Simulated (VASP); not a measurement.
Nb: single point with PBE

Crystal: Nb.

```
Nb
1.0
    -1.58649    1.58649    1.58649
     1.58649   -1.58649    1.58649
     1.58649    1.58649   -1.58649
Nb
1
Cartesian
  0.0000 0.0000 0.0000
```

This cell differs from its parent crystal: volume scaled by 0.88.

| Property | Result |
| --- | --- |
| Program | VASP 6.6.1 |
| Task | single point |
| Functional | PBE |
| Potentials or basis | VASP PAW PBE potentials, release 64 (Nb_sv) |
| Cutoff | 520 eV |
| k mesh | 18 × 18 × 18 |
| Occupations | gaussian, width 0.1 eV |
| Spin | no spin polarisation |
| Dipole correction | no |
| Further INCAR settings | ALGO = Fast; EDIFF = 1e-06; NBANDS = 12 |

* Pressure: 26.5 GPa

Levels at points of the mesh, in eV from the Fermi level:
```
           k point  band 4  band 5  band 6  band 7  band 8  band 9
(0.00, 0.00, 0.00)  -29.26   -6.14    0.29    0.29    0.29    3.61
(0.50, 0.00, 0.00)  -29.29   -4.28   -2.08    2.95    3.74    4.52
(0.50, 0.50, 0.50)  -30.58   -4.50   -4.50    6.45    6.45    6.45
```

It took 52 s on 1 thread of Intel(R) Xeon(R) Platinum 8488C (Sapphire Rapids), with other jobs on the host, peak memory 0.15 GiB.
